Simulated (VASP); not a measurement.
# Cr (Im-3m) in VASP: a series of runs

Runs on Cr. Level: PBEsol. Tasks: single point, relaxation of cell and atoms.

Everything below comes from runs of VASP 6.6.1. Logs are shortened: lines on timing, memory, paths and dates and some standing lists are left out, and cuts for length are marked.

## 1. The cell of the first run

It takes space group Im-3m (No. 229, cubic). The conventional cell has a = 2.814 Å, b = 2.814 Å, c = 2.814 Å, α = 90.00°, β = 90.00°, γ = 90.00°. Cr (site symmetry m-3m) has 14 Cr at 2.44 to 2.81 Å within 3.2 Å.

## 2. Single point, PBEsol

INCAR reads:

```
SYSTEM = Cr
ALGO = Normal
EDIFF = 1E-6
ENCUT = 500
GGA = PS
GGA_COMPAT = .FALSE.
ISIF = 2
ISMEAR = 0
LASPH = .TRUE.
LCHARG = .FALSE.
LREAL = .FALSE.
LWAVE = .FALSE.
NBANDS = 12
NELM = 120
PREC = Accurate
SIGMA = 0.1
```

KPOINTS reads:

```
k-points
0
G
  20 20 20
  0 0 0
```

POSCAR reads:

```
Cr
1.0
   -1.4071099588      1.4071099588      1.4071099588
    1.4071099588     -1.4071099588      1.4071099588
    1.4071099588      1.4071099588     -1.4071099588
Cr
1
Direct
    0.0000000000      0.0000000000      0.0000000000
```

Potentials or basis: VASP PAW PBE potentials, release 64 (Cr_pv).

Run with:

```sh
$ cat potpaw_PBE.64/Cr_pv/POTCAR > POTCAR
$ mpirun -np 1 vasp_std > vasp.out
```

OUTCAR:

```text
SYSTEM = Cr
   EDIFF = 1E-6
   ENCUT = 500
   GGA = PS
   ISIF = 2
   ISMEAR = 0
   LASPH = .TRUE.
   LREAL = .FALSE.
   NELM = 120
   PREC = Accurate

 ion  position               nearest neighbor table
   1  0.000  0.000  0.000-

  LATTYP: Found a body centered cubic cell.
 ALAT       =     2.8142199176

  Lattice vectors:

 A1 = (  -1.4071099588,   1.4071099588,   1.4071099588)
 A2 = (   1.4071099588,  -1.4071099588,   1.4071099588)
 A3 = (   1.4071099588,   1.4071099588,  -1.4071099588)

Analysis of symmetry for initial positions (statically):
=====================================================================
 Subroutine PRICEL returns:
 Original cell was already a primitive cell.

 Routine SETGRP: Setting up the symmetry group for a
 body centered cubic supercell.

 Subroutine GETGRP returns: Found 48 space group operations
 (whereof 48 operations were pure point group operations)
 out of a pool of 48 trial point group operations.

The static configuration has the point symmetry O_h .

Analysis of symmetry for dynamics (positions and initial velocities):
=====================================================================
 Subroutine PRICEL returns:
 Original cell was already a primitive cell.

 Routine SETGRP: Setting up the symmetry group for a
 body centered cubic supercell.

 Subroutine GETGRP returns: Found 48 space group operations
 (whereof 48 operations were pure point group operations)
 out of a pool of 48 trial point group operations.

The dynamic configuration has the point symmetry O_h .

 Subroutine INISYM returns: Found 48 space group operations
 (whereof 48 operations are pure point group operations),
 and found     1 'primitive' translations

----------------------------------------------------------------------------------------

                                     Primitive cell

  volume of cell :      11.1441

  direct lattice vectors                    reciprocal lattice vectors
    -1.407109959  1.407109959  1.407109959     0.000000000  0.355338257  0.355338257
     1.407109959 -1.407109959  1.407109959     0.355338257  0.000000000  0.355338257
     1.407109959  1.407109959 -1.407109959     0.355338257  0.355338257  0.000000000

  length of vectors
     2.437185940  2.437185940  2.437185940     0.502524182  0.502524182  0.502524182

  position of ions in fractional coordinates (direct lattice)
     0.000000000  0.000000000  0.000000000

  ion indices of the primitive-cell ions
   primitive index   ion index
                 1           1

----------------------------------------------------------------------------------------

 KPOINTS: k-points

Automatic generation of k-mesh.
 Grid dimensions read from file:
 generate k-points for:   20   20   20

 Generating k-lattice:

  Cartesian coordinates                     Fractional coordinates (reciprocal lattice)
     0.000000000  0.017766913  0.017766913     0.050000000  0.000000000  0.000000000
     0.017766913  0.000000000  0.017766913     0.000000000  0.050000000  0.000000000
     0.017766913  0.017766913  0.000000000     0.000000000  0.000000000  0.050000000

  Length of vectors
     0.025126209  0.025126209  0.025126209

  Shift w.r.t. Gamma in fractional coordinates (k-lattice)
     0.000000000  0.000000000  0.000000000

 Subroutine IBZKPT returns following result:
 ===========================================

 Found    256 irreducible k-points:

 Following reciprocal coordinates:
            Coordinates               Weight
  0.000000  0.000000  0.000000      1.000000
  0.050000  0.000000  0.000000     12.000000
  0.100000  0.000000  0.000000     12.000000
  0.150000  0.000000  0.000000     12.000000
  0.200000  0.000000  0.000000     12.000000
  0.250000  0.000000  0.000000     12.000000
[... 16 lines left out ...]
  0.200000  0.100000  0.000000     48.000000
  0.250000  0.100000  0.000000     48.000000
 [... further k-points ...]
   k-points           NKPTS =    256   k-points in BZ     NKDIM =    256   number of bands    NBANDS=     12
   number of dos      NEDOS =    301   number of ions     NIONS =      1
   total plane-waves  NPLWV =   5832
   dimension x,y,z NGX =    18 NGY =   18 NGZ =   18
   dimension x,y,z NGXF=    36 NGYF=   36 NGZF=   36
   ions per type =               1
   NGX,Y,Z   is equivalent  to a cutoff of  12.28, 12.28, 12.28 a.u.
   NGXF,Y,Z  is equivalent  to a cutoff of  24.56, 24.56, 24.56 a.u.
 SYSTEM =  Cr
   PREC   = accura    normal or accurate (medium, high low for compatibility)
   ISTART =      0    job   : 0-new  1-cont  2-samecut
   ICHARG =      2    charge: 1-file 2-atom 10-const
   ISPIN  =      1    spin polarized calculation?
   LNONCOLLINEAR =      F non collinear calculations
   LSORBIT =      F    spin-orbit coupling
   LASPH  =      T    aspherical Exc in radial PAW
   ENCUT  =  500.0 eV  36.75 Ry    6.06 a.u.   4.44  4.44  4.44*2*pi/ulx,y,z
   NELM   =    120;   NELMIN=  2; NELMDL= -5     # of ELM steps
   EDIFF  = 0.1E-05   stopping-criterion for ELM
   LREAL  =      F    real-space projection
   EDIFFG = 0.1E-04   stopping-criterion for IOM
   NSW    =      0    number of steps for IOM
   IBRION =     -1    ionic relax: 0-MD 1-quasi-New 2-CG
   NFREE  =      0    steps in history (QN), initial steepest desc. (CG)
   ISIF   =      2    stress and relaxation
   ISYM   =      2    0-nonsym 1-usesym 2-fastsym
   POTIM  = 0.5000    time-step for ionic-motion
   TEBEG  =    0.0;   TEEND  =   0.0 temperature during run
   PSTRESS=    0.0 pullay stress
   NELECT =      12.0000    total number of electrons
   NUPDOWN=      -1.0000    fix difference up-down
   EMIN   =  10.00;   EMAX   =-10.00  energy-range for DOS
   EFERMI =   0.00;   METHOD = LEGACY
   ISMEAR =     0;   SIGMA  =   0.10  broadening in eV -4-tet -1-fermi 0-gaus
   EFERMI_NEDOS =   21; number of points for ismear=-14 and -15
   IALGO  =     38    algorithm
   IMIX   =      4    mixing-type and parameters
     AMIX     =   0.40;   BMIX     =  1.00
     AMIX_MAG =   1.60;   BMIX_MAG =  1.00
  volume/ion in A,a.u.               =      11.14        75.20
  Fermi-wavevector in a.u.,A,eV,Ry     =   1.677982  3.170926 38.308870  2.815622
  Thomas-Fermi vector in A             =   2.762152
   LORBIT       =      0    0 simple, 1 ext, 2 COOP (PROOUT), +10 PAW based schemes
   GGA     = PS    functional components
   LHFCALC =     F    Hartree Fock is set to
   AEXX    =    0.0000 exact exchange contribution
   IVDW    =     0    specifies the selected vdW correction
   LEPSILON=     F    determine dielectric tensor
   LRPA    =     F    only Hartree local field effects (RPA)
 non-spin polarized calculation
 Gauss-broadening in eV      SIGMA  =   0.10
  energy-cutoff  :      500.00
  volume of cell :       11.14
 maximum number of plane-waves:       321
 NGX is ok and might be reduce to    18
   NGX =  9   NGY =  9   NGZ =  9

 number of electron      12.0000013 magnetization

 Free energy of the ion-electron system (eV)
  ---------------------------------------------------
  ext. energy  EPLUGINS =         0.00000000
  ---------------------------------------------------
  free energy    TOTEN  =       -10.24546962 eV

  energy without entropy =      -10.24221449  energy(sigma->0) =      -10.24384206

 E-fermi :  11.3606     XC(G=0): -14.0457

 val. band max:       11.3565969763   @ k =   0.1000   0.0500   0.0500
 cond. band min:      11.3768738267   @ k =   0.4500   0.1000   0.0000
 fundamental gap:      0.0202768504
 Fermi energy:        11.3606137799

 k-point     1 :       0.0000    0.0000    0.0000
  band No.  band energies     occupation
      1     -31.1873      2.00000
      2     -31.1873      2.00000
      3     -31.1873      2.00000
      4       3.3314      2.00000
      5      10.3864      2.00000
      6      10.3864      2.00000
      7      10.3864      2.00000
      8      12.5100      0.00000
      9      12.5100      0.00000
     10      18.4522      0.00000
     11      33.9098      0.00000
     12      33.9098      0.00000

 k-point     2 :       0.0500    0.0000    0.0000
  band No.  band energies     occupation
      1     -31.2138      2.00000
      2     -31.1953      2.00000
      3     -31.1874      2.00000
      4       3.4455      2.00000
      5      10.3409      2.00000
      6      10.3793      2.00000
      7      10.4652      2.00000
      8      12.4579      0.00000
      9      12.5131      0.00000
     10      18.4522      0.00000
     11      33.6709      0.00000
     12      33.8873      0.00000

 k-point     3 :       0.1000    0.0000    0.0000
  band No.  band energies     occupation
      1     -31.2911      2.00000
      2     -31.2187      2.00000
      3     -31.1879      2.00000
      4       3.7797      2.00000
      5      10.2109      2.00000
      6      10.3471      2.00000
      7      10.6973      2.00000
      8      12.3299      0.00000
      9      12.5236      0.00000
     10      18.4522      0.00000
     11      32.9724      0.00000
     12      33.7489      0.00000

 k-point     4 :       0.1500    0.0000    0.0000
  band No.  band energies     occupation
      1     -31.4101      2.00000
      2     -31.2551      2.00000
      3     -31.1887      2.00000
      4       4.3072      2.00000
      5      10.0136      2.00000
      6      10.2664      2.00000
      7      11.0700      1.99996
      8      12.1994      0.00000
      9      12.5445      0.00000
     10      18.4521      0.00000
     11      31.8499      0.00000
     12      33.3386      0.00000

 k-point     5 :       0.2000    0.0000    0.0000
  band No.  band energies     occupation
      1     -31.5581      2.00000
      2     -31.3007      2.00000
      3     -31.1898      2.00000
      4       4.9752      2.00000
      5       9.7736      2.00000
      6      10.1405      2.00000
      7      11.5617      0.00447
      8      12.1401      0.00000
      9      12.5789      0.00000
     10      18.4521      0.00000
     11      30.3633      0.00000
     12      32.6013      0.00000
[... 228 lines left out ...]
      1     -31.4742      2.00000
      2     -31.2546      2.00000
      3     -31.2125      2.00000
      4       4.6122      2.00000
      5       9.9893      2.00000
      6      10.0782      2.00000
      7      11.3469      1.15392
      8      12.0845      0.00000
      9      12.6137      0.00000
     10      18.4521      0.00000
     11      31.5282      0.00000
     12      32.6644      0.00000

 k-point    22 :       0.1500    0.1000    0.0000
  band No.  band energies     occupation
      1     -31.6067      2.00000
      2     -31.2987      2.00000
      3     -31.2203      2.00000
      4       5.2633      2.00000
      5       9.7736      2.00000
      6       9.9082      2.00000
      7      11.8686      0.00000
      8      12.0103      0.00000
      9      12.6888      0.00000
     10      18.4520      0.00000
     11      30.3051      0.00000
     12      31.6979      0.00000

 k-point    23 :       0.2000    0.1000    0.0000
  band No.  band energies     occupation
      1     -31.7493      2.00000
      2     -31.3543      2.00000
      3     -31.2243      2.00000
      4       5.9664      2.00000
      5       9.5182      2.00000
      6       9.7903      2.00000
      7      12.0237      0.00000
      8      12.4831      0.00000
      9      12.7778      0.00000
     10      18.4519      0.00000
     11      28.6923      0.00000
     12      30.7572      0.00000

 k-point    24 :       0.2500    0.1000    0.0000
  band No.  band energies     occupation
      1     -31.8888      2.00000
      2     -31.4121      2.00000
      3     -31.2271      2.00000
      4       6.5688      2.00000
      5       9.2768      2.00000
      6       9.8420      2.00000
      7      12.1267      0.00000
      8      12.8155      0.00000
      9      13.2043      0.00000
     10      18.4518      0.00000
     11      26.8746      0.00000
     12      29.9027      0.00000

 [... further k-points ...]

------------------------ aborting loop because EDIFF is reached ----------------------------------------

  FORCE on cell =-STRESS in cart. coord.  units (eV):
  Direction    XX          YY          ZZ          XY          YZ          ZX
  --------------------------------------------------------------------------------------
  -------------------------------------------------------------------------------------
  Total       -0.0493769     -0.0493769     -0.0493769      0.0000000     -0.0000000      0.0000000
  in kB       -7.0988811     -7.0988811     -7.0988811      0.0000000     -0.0000000      0.0000000
  external PRESSURE =      -7.0988811 kB  Pullay stress =       0.0000000 kB

 VOLUME and BASIS-vectors are now :
 -----------------------------------------------------------------------------
  energy-cutoff  :      500.00
  volume of cell :       11.14
      direct lattice vectors                 reciprocal lattice vectors
    -1.407109959  1.407109959  1.407109959     0.000000000  0.355338257  0.355338257
     1.407109959 -1.407109959  1.407109959     0.355338257  0.000000000  0.355338257
     1.407109959  1.407109959 -1.407109959     0.355338257  0.355338257  0.000000000

 POSITION                                       TOTAL-FORCE (eV/Angst)
 -----------------------------------------------------------------------------------
      0.00000      0.00000      0.00000         0.000000      0.000000     -0.000000
 -----------------------------------------------------------------------------------
    total drift:                                0.000000      0.000000      0.000000

  FREE ENERGIE OF THE ION-ELECTRON SYSTEM (eV)
  ---------------------------------------------------
  free  energy   TOTEN  =       -10.2454696242 eV

  energy  without entropy=      -10.2422144939  energy(sigma->0) =      -10.24384206
```

Wall time 20 s (1 thread of Intel Xeon Platinum 8259CL at 2.50GHz (Skylake/Cascade Lake), shared host); peak memory 0.14 GiB.

What came out:

| Item | Value |
| --- | --- |
| Free energy | -10.2455 eV |
| Pressure | -0.7 GPa |
| Band gap on the k mesh | zero (bands 6 and 7 overlap by 3.55 eV) |

Levels at points of the mesh, in eV from the Fermi level:
```tsv
k point	band 2	band 3	band 4	band 5	band 6	band 7	band 8	band 9	band 10	band 11
(0.00, 0.00, 0.00)	-42.55	-42.55	-8.03	-0.97	-0.97	-0.97	1.15	1.15	7.09	22.55
(0.50, 0.00, 0.00)	-42.87	-42.56	-4.65	-2.61	1.17	1.18	1.51	2.99	7.09	10.34
(0.50, 0.50, 0.50)	-43.26	-43.26	-4.59	-4.59	2.58	2.58	2.58	7.09	10.88	10.88
```

Caveat: the PAW data sets were made with another functional, which shifts forces and pressure a little; the run has no spin polarisation, though such a crystal can be magnetic.

(Continued in part 2 of 2.)

The gap in the log of VASP goes by the Fermi energy; the results here count the filled bands.